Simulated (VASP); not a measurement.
# ZnS (P6_3mc) in VASP: elastic constants with PBEsol

Aim: the elastic constants of ZnS with PBEsol.

Everything below comes from runs of VASP 6.6.1. Logs are shortened: lines on timing, memory, paths and dates and some standing lists are left out, and cuts for length are marked.

### Step 1. The cell of the first run

The structure is hexagonal, space group P6_3mc (No. 186). Conventional cell: a = 3.601 Å, b = 3.601 Å, c = 5.955 Å, α = 90.00°, β = 90.00°, γ = 120.00°. Zn (site symmetry 3m) has 4 S at 2.21 Å within 2.9 Å. S (site symmetry 3m) has 4 Zn at 2.21 Å within 2.9 Å.

### Step 2. Elastic constants, PBEsol

Contents of INCAR:

```
  PREC = Accurate
  ENCUT = 600
  EDIFF = 1E-8
  ISMEAR = 0
  SIGMA = 0.01
  LREAL = False
  LASPH = True
  NELM = 60
  ALGO = Normal
  ISIF = 3
  LWAVE = False
  LCHARG = False
  GGA = PS
  IBRION = 6
  NFREE = 2
  POTIM = 0.015
  NSW = 1
```

Contents of KPOINTS:

```
regular mesh
0
Gamma
  6 6 4
```

Contents of POSCAR:

```
ZnS
1.0
    3.6006786291      0.0000000000      0.0000000000
   -1.8003393146      3.1182791637      0.0000000000
    0.0000000000      0.0000000000      5.9549141085
Zn S
2 2
Direct
    0.3333333333      0.6666666667      0.0066966569
    0.6666666667      0.3333333333      0.5066966569
    0.3333333333      0.6666666667      0.3783033431
    0.6666666667      0.3333333333      0.8783033431
```

Potentials or basis: VASP PAW PBE potentials, release 64 (Zn, S).

On the command line:

```bash
$ cat potpaw_PBE.64/Zn/POTCAR potpaw_PBE.64/S/POTCAR > POTCAR
$ mpirun -np 1 vasp_std > vasp.out
```

OUTCAR:

```text
PREC = Accurate
   ENCUT = 600
   EDIFF = 1E-8
   ISMEAR = 0
   LREAL = False
   LASPH = True
   NELM = 60
   ISIF = 3
   GGA = PS
   IBRION = 6
   NFREE = 2
   POTIM = 0.015
   NSW = 1

 ion  position               nearest neighbor table
   1  0.333  0.667  0.007-   3 2.21   4 2.21   4 2.21   4 2.21
   2  0.667  0.333  0.507-   4 2.21   3 2.21   3 2.21   3 2.21
   3  0.333  0.667  0.378-   1 2.21   2 2.21   2 2.21   2 2.21
   4  0.667  0.333  0.878-   2 2.21   1 2.21   1 2.21   1 2.21

  LATTYP: Found a hexagonal cell.
 ALAT       =     3.6006786291
 C/A-ratio  =     1.6538310474

  Lattice vectors:

 A1 = (   3.6006786291,   0.0000000000,   0.0000000000)
 A2 = (  -1.8003393146,   3.1182791637,   0.0000000000)
 A3 = (   0.0000000000,   0.0000000000,   5.9549141085)

Analysis of symmetry for initial positions (statically):
=====================================================================
 Subroutine PRICEL returns:
 Original cell was already a primitive cell.

 Routine SETGRP: Setting up the symmetry group for a
 hexagonal supercell.

 Subroutine GETGRP returns: Found 12 space group operations
 (whereof  6 operations were pure point group operations)
 out of a pool of 24 trial point group operations.

The static configuration has the point symmetry C_3v.
 The point group associated with its full space group is C_6v.

Analysis of symmetry for dynamics (positions and initial velocities):
=====================================================================
 Subroutine PRICEL returns:
 Original cell was already a primitive cell.

 Routine SETGRP: Setting up the symmetry group for a
 hexagonal supercell.

 Subroutine GETGRP returns: Found 12 space group operations
 (whereof  6 operations were pure point group operations)
 out of a pool of 24 trial point group operations.

The dynamic configuration has the point symmetry C_3v.
 The point group associated with its full space group is C_6v.

 Subroutine INISYM returns: Found 12 space group operations
 (whereof  6 operations are pure point group operations),
 and found     1 'primitive' translations

----------------------------------------------------------------------------------------

                                     Primitive cell

  volume of cell :      66.8613

  direct lattice vectors                    reciprocal lattice vectors
     3.600678629  0.000000000  0.000000000     0.277725424  0.160344848  0.000000000
    -1.800339315  3.118279164  0.000000000     0.000000000  0.320689697  0.000000000
     0.000000000  0.000000000  5.954914108     0.000000000  0.000000000  0.167928535

  length of vectors
     3.600678629  3.600678629  5.954914108     0.320689697  0.320689697  0.167928535

  position of ions in fractional coordinates (direct lattice)
     0.333333333  0.666666667  0.006696657
     0.666666667  0.333333333  0.506696657
     0.333333333  0.666666667  0.378303343
     0.666666667  0.333333333  0.878303343

  ion indices of the primitive-cell ions
   primitive index   ion index
                 1           1
                 2           2
                 3           3
                 4           4

----------------------------------------------------------------------------------------

 KPOINTS: regular mesh

Automatic generation of k-mesh.
 Grid dimensions read from file:
 generate k-points for:    6    6    4

 Generating k-lattice:

  Cartesian coordinates                     Fractional coordinates (reciprocal lattice)
     0.046287571  0.026724141  0.000000000     0.166666667  0.000000000  0.000000000
     0.000000000  0.053448283  0.000000000     0.000000000  0.166666667  0.000000000
     0.000000000  0.000000000  0.041982134     0.000000000  0.000000000  0.250000000

  Length of vectors
     0.053448283  0.053448283  0.041982134

  Shift w.r.t. Gamma in fractional coordinates (k-lattice)
     0.000000000  0.000000000  0.000000000

 Subroutine IBZKPT returns following result:
[... 38 lines left out ...]
   ICHARG =      2    charge: 1-file 2-atom 10-const
   ISPIN  =      1    spin polarized calculation?
   LNONCOLLINEAR =      F non collinear calculations
   LSORBIT =      F    spin-orbit coupling
   LASPH  =      T    aspherical Exc in radial PAW
   ENCUT  =  600.0 eV  44.10 Ry    6.64 a.u.   7.19  7.19 11.89*2*pi/ulx,y,z
   NELM   =     60;   NELMIN=  2; NELMDL= -5     # of ELM steps
   EDIFF  = 0.1E-07   stopping-criterion for ELM
   LREAL  =      F    real-space projection
   EDIFFG = 0.1E-06   stopping-criterion for IOM
   NSW    =     85    number of steps for IOM
   IBRION =      6    ionic relax: 0-MD 1-quasi-New 2-CG
   NFREE  =      2    steps in history (QN), initial steepest desc. (CG)
   ISIF   =      3    stress and relaxation
   ISYM   =      2    0-nonsym 1-usesym 2-fastsym
   POTIM  = 0.0150    time-step for ionic-motion
   TEBEG  =    0.0;   TEEND  =   0.0 temperature during run
   PSTRESS=    0.0 pullay stress
   NELECT =      36.0000    total number of electrons
   NUPDOWN=      -1.0000    fix difference up-down
   EMIN   =  10.00;   EMAX   =-10.00  energy-range for DOS
   EFERMI =   0.00;   METHOD = LEGACY
   ISMEAR =     0;   SIGMA  =   0.01  broadening in eV -4-tet -1-fermi 0-gaus
   EFERMI_NEDOS =   21; number of points for ismear=-14 and -15
   IALGO  =     38    algorithm
   IMIX   =      4    mixing-type and parameters
     AMIX     =   0.40;   BMIX     =  1.00
     AMIX_MAG =   1.60;   BMIX_MAG =  1.00
  volume/ion in A,a.u.               =      16.72       112.80
  Fermi-wavevector in a.u.,A,eV,Ry     =   1.331836  2.516805 24.133835  1.773787
  Thomas-Fermi vector in A             =   2.460817
   LORBIT       =      0    0 simple, 1 ext, 2 COOP (PROOUT), +10 PAW based schemes
   GGA     = PS    functional components
   LHFCALC =     F    Hartree Fock is set to
   AEXX    =    0.0000 exact exchange contribution
   IVDW    =     0    specifies the selected vdW correction
   LEPSILON=     F    determine dielectric tensor
   LRPA    =     F    only Hartree local field effects (RPA)
 finite differences with symmetry
 non-spin polarized calculation
 Gauss-broadening in eV      SIGMA  =   0.01
  energy-cutoff  :      600.00
  volume of cell :       66.86
 maximum number of plane-waves:      2252
 NGX is ok and might be reduce to    30
   NGX = 15   NGY = 15   NGZ = 23

--------------------------------------- Ionic step        1  -------------------------------------------

 number of electron      36.0000013 magnetization

 Free energy of the ion-electron system (eV)
  ---------------------------------------------------
  ext. energy  EPLUGINS =         0.00000000
  ---------------------------------------------------
  free energy    TOTEN  =       -14.73195141 eV

  energy without entropy =      -14.73195141  energy(sigma->0) =      -14.73195141

------------------------ aborting loop because EDIFF is reached ----------------------------------------

  FORCE on cell =-STRESS in cart. coord.  units (eV):
  Direction    XX          YY          ZZ          XY          YZ          ZX
  --------------------------------------------------------------------------------------
  -------------------------------------------------------------------------------------
  Total        6.3803138      6.3803138      6.3730454     -0.0000000      0.0000000      0.0000000
  in kB      152.8895378    152.8895378    152.7153670     -0.0000000      0.0000000      0.0000000
  external PRESSURE =     152.8314808 kB  Pullay stress =       0.0000000 kB
[... 95 lines left out ...]
  FREE ENERGIE OF THE ION-ELECTRON SYSTEM (eV)
  ---------------------------------------------------
  free  energy   TOTEN  =       -14.6233640759 eV

  energy  without entropy=      -14.6233640759  energy(sigma->0) =      -14.62336408

[... ionic steps 4 to 18 ...]

--------------------------------------- Ionic step       19  -------------------------------------------

 number of electron      36.0000012 magnetization

------------------------ aborting loop because EDIFF is reached ----------------------------------------
[... 71 lines left out ...]
--------------------------------------- Ionic step       21  -------------------------------------------

 number of electron      36.0000013 magnetization

 Free energy of the ion-electron system (eV)
  ---------------------------------------------------
  ext. energy  EPLUGINS =         0.00000000
  ---------------------------------------------------
  free energy    TOTEN  =       -14.73032651 eV

  energy without entropy =      -14.73032651  energy(sigma->0) =      -14.73032651

 E-fermi :   3.8068     XC(G=0): -10.6426

 val. band max:        3.7652122571   @ k =   0.0000   0.0000   0.0000
 cond. band min:       6.5435420254   @ k =   0.0000   0.0000   0.0000
 fundamental gap:      2.7783297684
 Fermi energy:         3.8068124354

 k-point     1 :       0.0000    0.0000    0.0000
  band No.  band energies     occupation
      1     -10.7530      2.00000
      2      -9.4739      2.00000
      3      -3.4963      2.00000
      4      -3.4375      2.00000
      5      -3.4375      2.00000
      6      -3.3174      2.00000
[... 620 lines left out ...]
  FREE ENERGIE OF THE ION-ELECTRON SYSTEM (eV)
  ---------------------------------------------------
  free  energy   TOTEN  =       -14.7303265097 eV

  energy  without entropy=      -14.7303265097  energy(sigma->0) =      -14.73032651

 INTERNAL STRAIN TENSORS FROM STRAINED CELLS
 ============================================

 INTERNAL STRAIN TENSOR FOR ION    1 for displacements in x,y,z  (eV/Angst):
          X           Y           Z          XY          YZ          ZX
  --------------------------------------------------------------------------------
  x     0.00000    -0.00000    -0.00000   -10.14421     0.00000    -7.61932
  y   -10.16439    10.17968    -0.00000    -0.00003    -7.61981     0.00002
  z    -7.63892    -7.64362    14.09504    -0.00057    -0.00201    -0.00001

 INTERNAL STRAIN TENSORS FROM DISPLACED ATOMS
 ============================================

 INTERNAL STRAIN TENSOR FOR ION    1 for displacements in x,y,z  (eV/Angst):
          X           Y           Z          XY          YZ          ZX
  --------------------------------------------------------------------------------
  x     0.00000    -0.00000    -0.00000   -10.14481     0.00000    -7.63487
  y   -10.14481    10.14481     0.00000    -0.00000    -7.63487     0.00000
  z    -7.59179    -7.59179    14.07951     0.00000     0.00000     0.00000

 INTERNAL STRAIN TENSOR FOR ION    4 for displacements in x,y,z  (eV/Angst):
          X           Y           Z          XY          YZ          ZX
  --------------------------------------------------------------------------------
  x    -0.00000     0.00000     0.00000    11.69862    -0.00000     7.60704
  y    11.69862   -11.69862     0.00000     0.00000     7.60704    -0.00000
  z     7.61080     7.61080   -14.04936    -0.00000     0.00000     0.00000

 Eigenvectors and eigenvalues of the dynamical matrix
 ----------------------------------------------------

   1 f  =   12.381335 THz    77.794222 2PiTHz  412.996880 cm-1    51.205064 meV
             X         Y         Z           dx          dy          dz
     -0.000000  2.078853  0.039878     0.000000   -0.000000    0.202155
      1.800339  1.039426  3.017335    -0.000000    0.000000   -0.202155
     -0.000000  2.078853  2.252764     0.000000   -0.000000   -0.677594
      1.800339  1.039426  5.230221    -0.000000    0.000000    0.677594
[... 71 lines left out ...]
  12 f/i=    0.008291 THz     0.052092 2PiTHz    0.276546 cm-1     0.034287 meV
             X         Y         Z           dx          dy          dz
     -0.000000  2.078853  0.039878     0.211155   -0.539008   -0.000000
      1.800339  1.039426  3.017335     0.211155   -0.539008   -0.000000
     -0.000000  2.078853  2.252764     0.148113   -0.378082   -0.000000
      1.800339  1.039426  5.230221     0.148113   -0.378082   -0.000000

--------------------------------------------------------------------------------------------------------

 ELASTIC MODULI CONTR FROM IONIC RELAXATION (kBar)
 Direction    XX          YY          ZZ          XY          YZ          ZX
 --------------------------------------------------------------------------------
 XX        -869.1353    318.0017    509.8723      0.0000      0.0000      0.0000
 YY         318.0017   -869.1353    509.8723      0.0000      0.0000     -0.0000
 ZZ         509.8723    509.8723   -943.4003     -0.0000      0.0000     -0.0000
 XY           0.0000      0.0000     -0.0000   -593.5685      0.0000      0.0000
 YZ          -0.0000      0.0000      0.0000      0.0000   -282.5072      0.0000
 ZX           0.0000     -0.0000     -0.0000      0.0000      0.0000   -282.5071
 --------------------------------------------------------------------------------

 TOTAL ELASTIC MODULI (kBar)
 Direction    XX          YY          ZZ          XY          YZ          ZX
 --------------------------------------------------------------------------------
 XX        1640.4534   1108.7500    956.1037     -0.0000      0.0000      0.0000
 YY        1108.7500   1640.4534    956.1037     -0.0000      0.0000     -0.0000
 ZZ         956.1037    956.1037   2051.2003     -0.0000      0.0000     -0.0000
 XY          -0.0000     -0.0000     -0.0000    265.8517      0.0000      0.0000
 YZ          -0.0000      0.0000      0.0000      0.0000    221.8654     -0.0000
 ZX           0.0000     -0.0000     -0.0000      0.0000     -0.0000    221.8654
 --------------------------------------------------------------------------------
```

Wall time 30 min (1 thread of Oxide Virtual Turin-like, shared host); peak memory 0.34 GiB.

Results:

```
Voigt bulk modulus                                      : 126 GPa
Highest phonon frequency at Γ, LO-TO splitting left out : 413 cm⁻¹
```

Phonon frequencies in cm⁻¹ (negative: imaginary):
| q point | frequencies |
| --- | --- |
| (0.000, 0.000, 0.000) | 0 0 0 46 46 221 353 353 356 364 364 413 |

Elastic tensor in Voigt notation (GPa, in the Cartesian axes of the cell as first typed):
```
164 111  96   0   0   0
111 164  96   0   0   0
 96  96 205   0   0   0
  0   0   0  22   0   0
  0   0   0   0  22   0
  0   0   0   0   0  27
```

Clamped-ion elastic tensor (GPa):
```
251  79  45   0   0   0
 79 251  45   0   0   0
 45  45 299   0   0   0
  0   0   0  50   0   0
  0   0   0   0  50   0
  0   0   0   0   0  86
```

Caveat: the cell is under stress, which shifts elastic constants; the PAW data sets were made with another functional, which shifts forces and pressure a little.
